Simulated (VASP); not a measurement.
# MoS2 (P-3m1) in VASP: a series of runs

The runs below take MoS2 through single point, with PBE+D3(BJ).

Program: VASP 6.6.1. These are calculated values, not measurements. Logs are shortened: lines on timing, memory, paths and dates and some standing lists are left out, and cuts for length are marked.

**1. The cell of the first run**

The typed cell holds 6 atoms: a = 3.086 Å, b = 3.086 Å, c = 12.967 Å, α = 90.00°, β = 90.00°, γ = 120.00°.

**2. Single point, PBE+D3(BJ)**

The input, INCAR:

```
SYSTEM = MoS2
ALGO = Normal
EDIFF = 1E-6
ENCUT = 520
GGA = PE
ISIF = 2
ISMEAR = 0
IVDW = 12
LASPH = .TRUE.
LCHARG = .TRUE.
LELF = .TRUE.
LREAL = .FALSE.
LVHAR = .TRUE.
LWAVE = .FALSE.
NBANDS = 35
NELM = 100
PREC = Accurate
SIGMA = 0.05
```

The input, KPOINTS:

```
k-points
0
G
  12 12 4
  0 0 0
```

The input, POSCAR:

```
MoS2
1.0
    3.0864000000      0.0000000000      0.0000000000
   -1.5432000000      2.6729008062      0.0000000000
    0.0000000000      0.0000000000     12.9667000000
Mo S
2 4
Direct
    0.6666666667      0.3333333333      0.2501439769
    0.3333333333      0.6666666667      0.7498560231
    0.3333333333      0.6666666667      0.3795985159
    0.6666666667      0.3333333333      0.8793132861
    0.3333333333      0.6666666667      0.1206867139
    0.6666666667      0.3333333333      0.6204014841
```

Potentials or basis: VASP PAW PBE potentials, release 64 (Mo_sv, S).

Command:

```console
$ cat potpaw_PBE.64/Mo_sv/POTCAR potpaw_PBE.64/S/POTCAR > POTCAR
$ mpirun -np 1 vasp_std > vasp.out
```

OUTCAR:

```text
SYSTEM = MoS2
   EDIFF = 1E-6
   ENCUT = 520
   GGA = PE
   ISIF = 2
   ISMEAR = 0
   IVDW = 12
   LASPH = .TRUE.
   LREAL = .FALSE.
   NELM = 100
   PREC = Accurate
 IVDW          = 12

 ion  position               nearest neighbor table
   1  0.667  0.333  0.250-   3 2.45   3 2.45   3 2.45   5 2.45   5 2.45   5 2.45
   2  0.333  0.667  0.750-   6 2.45   6 2.45   6 2.45   4 2.45   4 2.45   4 2.45
   3  0.333  0.667  0.380-   1 2.45   1 2.45   1 2.45
   4  0.667  0.333  0.879-   2 2.45   2 2.45   2 2.45
   5  0.333  0.667  0.121-   1 2.45   1 2.45   1 2.45
   6  0.667  0.333  0.620-   2 2.45   2 2.45   2 2.45

  LATTYP: Found a hexagonal cell.
 ALAT       =     3.0864000000
 C/A-ratio  =     4.2012376879

  Lattice vectors:

 A1 = (   3.0864000000,   0.0000000000,   0.0000000000)
 A2 = (  -1.5432000000,   2.6729008062,   0.0000000000)
 A3 = (   0.0000000000,   0.0000000000,  12.9667000000)

Analysis of symmetry for initial positions (statically):
=====================================================================
 Subroutine PRICEL returns:
 Original cell was already a primitive cell.

 Routine SETGRP: Setting up the symmetry group for a
 hexagonal supercell.

 Subroutine GETGRP returns: Found 12 space group operations
 (whereof 12 operations were pure point group operations)
 out of a pool of 24 trial point group operations.

The static configuration has the point symmetry D_3d.

Analysis of symmetry for dynamics (positions and initial velocities):
=====================================================================
 Subroutine PRICEL returns:
 Original cell was already a primitive cell.

 Routine SETGRP: Setting up the symmetry group for a
 hexagonal supercell.

 Subroutine GETGRP returns: Found 12 space group operations
 (whereof 12 operations were pure point group operations)
 out of a pool of 24 trial point group operations.

The dynamic configuration has the point symmetry D_3d.

 Subroutine INISYM returns: Found 12 space group operations
 (whereof 12 operations are pure point group operations),
 and found     1 'primitive' translations

----------------------------------------------------------------------------------------

[... 98 lines left out ...]
   ENCUT  =  520.0 eV  38.22 Ry    6.18 a.u.   5.74  5.74 24.11*2*pi/ulx,y,z
   NELM   =    100;   NELMIN=  2; NELMDL= -5     # of ELM steps
   EDIFF  = 0.1E-05   stopping-criterion for ELM
   LREAL  =      F    real-space projection
   EDIFFG = 0.1E-04   stopping-criterion for IOM
   NSW    =      0    number of steps for IOM
   IBRION =     -1    ionic relax: 0-MD 1-quasi-New 2-CG
   NFREE  =      0    steps in history (QN), initial steepest desc. (CG)
   ISIF   =      2    stress and relaxation
   ISYM   =      2    0-nonsym 1-usesym 2-fastsym
   POTIM  = 0.5000    time-step for ionic-motion
   TEBEG  =    0.0;   TEEND  =   0.0 temperature during run
   PSTRESS=    0.0 pullay stress
   NELECT =      52.0000    total number of electrons
   NUPDOWN=      -1.0000    fix difference up-down
   EMIN   =  10.00;   EMAX   =-10.00  energy-range for DOS
   EFERMI =   0.00;   METHOD = LEGACY
   ISMEAR =     0;   SIGMA  =   0.05  broadening in eV -4-tet -1-fermi 0-gaus
   EFERMI_NEDOS =   21; number of points for ismear=-14 and -15
   IALGO  =     38    algorithm
   IMIX   =      4    mixing-type and parameters
     AMIX     =   0.40;   BMIX     =  1.00
     AMIX_MAG =   1.60;   BMIX_MAG =  1.00
  volume/ion in A,a.u.               =      17.83       120.31
  Fermi-wavevector in a.u.,A,eV,Ry     =   1.287225  2.432502 22.544146  1.656948
  Thomas-Fermi vector in A             =   2.419252
   LORBIT       =      0    0 simple, 1 ext, 2 COOP (PROOUT), +10 PAW based schemes
   GGA     = PE    functional components
   LHFCALC =     F    Hartree Fock is set to
   AEXX    =    0.0000 exact exchange contribution
   IVDW    =    12    specifies the selected vdW correction
   LEPSILON=     F    determine dielectric tensor
   LRPA    =     F    only Hartree local field effects (RPA)
 non-spin polarized calculation
 Gauss-broadening in eV      SIGMA  =   0.05
  energy-cutoff  :      520.00
  volume of cell :      106.97
 maximum number of plane-waves:      2904
 NGX is ok and might be reduce to    24
   NGX = 11   NGY = 11   NGZ = 49

 number of electron      52.0000000 magnetization

 Free energy of the ion-electron system (eV)
  ---------------------------------------------------
  ext. energy  EPLUGINS =         0.00000000
  ---------------------------------------------------
  free energy    TOTEN  =       -43.22679626 eV

  energy without entropy =      -43.22679626  energy(sigma->0) =      -43.22679626

 E-fermi :   7.2130     XC(G=0): -10.8547

 val. band max:        6.9976414477   @ k =   0.3333   0.3333   0.0000
 cond. band min:       8.0199141105   @ k =   0.1667   0.1667   0.0000
 fundamental gap:      1.0222726628
 Fermi energy:         7.2129638365

 k-point     1 :       0.0000    0.0000    0.0000
  band No.  band energies     occupation
      1     -53.9668      2.00000
      2     -53.9668      2.00000
      3     -28.1404      2.00000
      4     -28.1404      2.00000
      5     -27.8049      2.00000
      6     -27.8049      2.00000
[... 901 lines left out ...]
     34      10.3551      0.00000
     35      14.6715      0.00000

 [... further k-points ...]

------------------------ aborting loop because EDIFF is reached ----------------------------------------

 Edisp (eV)   -2.54699

 E8    (eV) :    -1.0277

  FORCE on cell =-STRESS in cart. coord.  units (eV):
  Direction    XX          YY          ZZ          XY          YZ          ZX
  --------------------------------------------------------------------------------------
  -------------------------------------------------------------------------------------
  Total       0.37857     0.37857   -11.12258     0.00000     0.00000     0.00000
  in kB       5.67017     5.67017  -166.59096     0.00000     0.00000     0.00000
  external pressure =      -51.75 kB  Pullay stress =        0.00 kB

 VOLUME and BASIS-vectors are now :
 -----------------------------------------------------------------------------
  energy-cutoff  :      520.00
  volume of cell :      106.97
      direct lattice vectors                 reciprocal lattice vectors
     3.086400000  0.000000000  0.000000000     0.324002074  0.187062684  0.000000000
    -1.543200000  2.672900806  0.000000000     0.000000000  0.374125369  0.000000000
     0.000000000  0.000000000 12.966700000     0.000000000  0.000000000  0.077120624

 POSITION                                       TOTAL-FORCE (eV/Angst)
 -----------------------------------------------------------------------------------
      1.54320      0.89097      3.24354         0.000000     -0.000000     -0.000803
     -0.00000      1.78193      9.72316        -0.000000      0.000000      0.000803
     -0.00000      1.78193      4.92214         0.000000      0.000000     -1.476210
      1.54320      0.89097     11.40179        -0.000000     -0.000000     -1.475296
     -0.00000      1.78193      1.56491         0.000000      0.000000      1.475296
      1.54320      0.89097      8.04456         0.000000     -0.000000      1.476210
 -----------------------------------------------------------------------------------
    total drift:                               -0.000000      0.000000      0.000000

  FREE ENERGIE OF THE ION-ELECTRON SYSTEM (eV)
  ---------------------------------------------------
  free  energy   TOTEN  =       -45.7737838012 eV

  energy  without entropy=      -45.7737838012  energy(sigma->0) =      -45.77378380
```

OSZICAR:

```text
N       E                     dE             d eps       ncg     rms          rms(c)
DAV:   1     0.442213706502E+03    0.44221E+03   -0.29254E+04  5326   0.141E+03
DAV:   2    -0.224981083856E+02   -0.46471E+03   -0.44816E+03  5787   0.367E+02
DAV:   3    -0.455943256144E+02   -0.23096E+02   -0.22539E+02  5866   0.737E+01
DAV:   4    -0.460924416773E+02   -0.49812E+00   -0.49665E+00  5778   0.108E+01
DAV:   5    -0.461017175106E+02   -0.92758E-02   -0.92735E-02  5673   0.151E+00    0.319E+01
DAV:   6    -0.442899791486E+02    0.18117E+01   -0.12057E+01  5298   0.225E+01    0.124E+01
DAV:   7    -0.438396035667E+02    0.45038E+00   -0.89353E+00  5195   0.168E+01    0.814E+00
DAV:   8    -0.432252353756E+02    0.61437E+00   -0.13114E+00  5218   0.752E+00    0.319E+00
DAV:   9    -0.432425125260E+02   -0.17277E-01   -0.17062E-01  5549   0.208E+00    0.153E+00
DAV:  10    -0.432265934544E+02    0.15919E-01   -0.54215E-02  5292   0.152E+00    0.366E-01
DAV:  11    -0.432269455880E+02   -0.35213E-03   -0.35671E-03  5261   0.301E-01    0.202E-01
DAV:  12    -0.432268236148E+02    0.12197E-03   -0.25810E-04  5549   0.841E-02    0.124E-01
DAV:  13    -0.432267920271E+02    0.31588E-04   -0.24083E-04  5422   0.848E-02    0.114E-02
DAV:  14    -0.432267954526E+02   -0.34255E-05   -0.11609E-05  4744   0.181E-02    0.197E-02
DAV:  15    -0.432267962576E+02   -0.80508E-06   -0.27060E-06  4706   0.902E-03
   1 F= -.45773784E+02 E0= -.45773784E+02  d E =-.872391E-12
```

It took 2.6 min on 1 thread of Intel Xeon Platinum 8488C (Sapphire Rapids), shared host; peak memory 0.36 GiB.

Results:

```yaml
Free_energy: -45.7738 eV
Pressure: -5.2 GPa
Largest_force: 1.476 eV/Å
Band_gap_on_the_k_mesh: 1.02 eV (least direct gap 1.82 eV)
Dispersion_energy_per_atom: -0.424 eV
```

Forces in eV/Å, atoms in the order of the input:
```
Mo   0.000  0.000 -0.001
Mo   0.000  0.000  0.001
S    0.000  0.000 -1.476
S    0.000  0.000 -1.475
S    0.000  0.000  1.475
S    0.000  0.000  1.476
```

Caveat: the stress differs along the axes, from -17 to 1 GPa; forces of over 1 eV/Å act on the atoms, so gaps and moduli don't describe the material at rest. A k mesh can miss the band edges.

**3. Single point, PBE+D3(BJ)**

This run uses another cell than the first one, of 17.89 Å³/atom.

The input, INCAR:

```
SYSTEM = MoS2
  PREC = Accurate
  ENCUT = 520
  EDIFF = 1E-7
  ISMEAR = 0
  SIGMA = 0.05
  LREAL = .FALSE.
  LASPH = .TRUE.
  NELM = 100
  ALGO = Normal
  ISIF = 2
  LWAVE = .FALSE.
  LCHARG = .FALSE.
  GGA = PE
  IVDW = 12
  NBANDS = 35
```

The input, KPOINTS:

```
regular mesh
0
G
  12 12 4
  0 0 0
```

POSCAR: that of step 2 with these lines changed.

```diff
@@ -2,5 +2,5 @@
 1.0
-    3.0864000000      0.0000000000      0.0000000000
-   -1.5432000000      2.6729008062      0.0000000000
-    0.0000000000      0.0000000000     12.9667000000
+    3.1179000000      0.0000000000      0.0000000000
+   -1.5589500000      2.7001806064      0.0000000000
+    0.0000000000      0.0000000000     12.7490000000
 Mo S
```

Potentials or basis: VASP PAW PBE potentials, release 64 (Mo_sv, S).

Command:

```console
$ cat potpaw_PBE.64/Mo_sv/POTCAR potpaw_PBE.64/S/POTCAR > POTCAR
$ mpirun -np 1 vasp_std > vasp.out
```

OUTCAR:

```text
SYSTEM = MoS2
   PREC = Accurate
   ENCUT = 520
   EDIFF = 1E-7
   ISMEAR = 0
   LREAL = .FALSE.
   LASPH = .TRUE.
   NELM = 100
   ISIF = 2
   GGA = PE
   IVDW = 12
 IVDW          = 12

 ion  position               nearest neighbor table
   1  0.667  0.333  0.250-   3 2.44   3 2.44   3 2.44   5 2.44   5 2.44   5 2.44
   2  0.333  0.667  0.750-   6 2.44   6 2.44   6 2.44   4 2.44   4 2.44   4 2.44
   3  0.333  0.667  0.380-   1 2.44   1 2.44   1 2.44
   4  0.667  0.333  0.879-   2 2.44   2 2.44   2 2.44
   5  0.333  0.667  0.121-   1 2.44   1 2.44   1 2.44
   6  0.667  0.333  0.620-   2 2.44   2 2.44   2 2.44

  LATTYP: Found a hexagonal cell.
 ALAT       =     3.1179000000
 C/A-ratio  =     4.0889701402

  Lattice vectors:

 A1 = (   3.1179000000,   0.0000000000,   0.0000000000)
 A2 = (  -1.5589500000,   2.7001806064,   0.0000000000)
 A3 = (   0.0000000000,   0.0000000000,  12.7490000000)

Analysis of symmetry for initial positions (statically):
=====================================================================
 Subroutine PRICEL returns:
 Original cell was already a primitive cell.

 Routine SETGRP: Setting up the symmetry group for a
 hexagonal supercell.

 Subroutine GETGRP returns: Found 12 space group operations
[... 179 lines left out ...]

 k-point     1 :       0.0000    0.0000    0.0000
  band No.  band energies     occupation
      1     -54.0270      2.00000
      2     -54.0270      2.00000
      3     -28.1869      2.00000
      4     -28.1868      2.00000
      5     -27.8940      2.00000
      6     -27.8940      2.00000
[... 901 lines left out ...]
     34      10.2600      0.00000
     35      14.6268      0.00000

 [... further k-points ...]

------------------------ aborting loop because EDIFF is reached ----------------------------------------

 Edisp (eV)   -2.53772

 E8    (eV) :    -1.0238

  FORCE on cell =-STRESS in cart. coord.  units (eV):
  Direction    XX          YY          ZZ          XY          YZ          ZX
  --------------------------------------------------------------------------------------
  -------------------------------------------------------------------------------------
  Total      -0.93202    -0.93202    -9.04982     0.00000     0.00000     0.00000
  in kB     -13.91254   -13.91254  -135.08877     0.00000     0.00000     0.00000
  external pressure =      -54.30 kB  Pullay stress =        0.00 kB

 VOLUME and BASIS-vectors are now :
 -----------------------------------------------------------------------------
  energy-cutoff  :      520.00
  volume of cell :      107.33
      direct lattice vectors                 reciprocal lattice vectors
     3.117900000  0.000000000  0.000000000     0.320728696  0.185172799  0.000000000
    -1.558950000  2.700180606  0.000000000     0.000000000  0.370345597  0.000000000
     0.000000000  0.000000000 12.749000000     0.000000000  0.000000000  0.078437525

 POSITION                                       TOTAL-FORCE (eV/Angst)
 -----------------------------------------------------------------------------------
      1.55895      0.90006      3.18909        -0.000000      0.000000     -0.000930
     -0.00000      1.80012      9.55991        -0.000000     -0.000000      0.000930
     -0.00000      1.80012      4.83950         0.000000      0.000000     -1.221925
      1.55895      0.90006     11.21037        -0.000000      0.000000     -1.220652
     -0.00000      1.80012      1.53863         0.000000      0.000000      1.220652
      1.55895      0.90006      7.90950        -0.000000      0.000000      1.221925
 -----------------------------------------------------------------------------------
    total drift:                                0.000000      0.000000      0.000000

  FREE ENERGIE OF THE ION-ELECTRON SYSTEM (eV)
  ---------------------------------------------------
  free  energy   TOTEN  =       -45.9389842179 eV

  energy  without entropy=      -45.9389842179  energy(sigma->0) =      -45.93898422
```

stdout:

```text
POSCAR found type information on POSCAR MoS
 POSCAR found :  2 types and       6 ions
 scaLAPACK will be used
 LDA part: xc-table for (Slater+PW92), standard interpolation
 POSCAR, INCAR and KPOINTS ok, starting setup
 FFT: planning ... GRIDC
 FFT: planning ... GRID_SOFT
 FFT: planning ... GRID
 WAVECAR not read
 entering main loop
```

Run time: 2.8 min. Hardware: 1 thread of Intel Xeon Platinum 8488C (Sapphire Rapids), shared host; peak memory 0.36 GiB.

Results:

| Item | Value |
| --- | --- |
| Free energy | -45.9390 eV |
| Pressure | -5.4 GPa |
| Largest force | 1.222 eV/Å |
| Band gap on the k mesh | 1.05 eV (least direct gap 1.93 eV) |
| Dispersion energy per atom | -0.423 eV |

Forces on the atoms (eV/Å):
```
Mo   0.000  0.000 -0.001
Mo   0.000  0.000  0.001
S    0.000  0.000 -1.222
S    0.000  0.000 -1.221
S    0.000  0.000  1.221
S    0.000  0.000  1.222
```

Levels at points of the mesh, in eV from the valence-band top:
```csv
k point,band 24,band 25,band 26,band 27,band 28,band 29
"(0.00, 0.00, 0.00)",-1.17,-1.12,0.00,2.63,2.63,2.64
"(0.50, 0.00, 0.00)",-0.95,-0.93,-0.75,2.31,2.34,2.46
"(0.00, 0.00, 0.50)",-1.27,-0.27,-0.27,2.63,2.63,2.63
"(0.50, 0.00, 0.50)",-0.94,-0.85,-0.85,2.33,2.33,2.64
```

Caveat: the stress differs along the axes, from -14 to -1 GPa; forces of over 1 eV/Å act on the atoms, so gaps and moduli don't describe the material at rest.

(Part 1 of 2 ends here.)
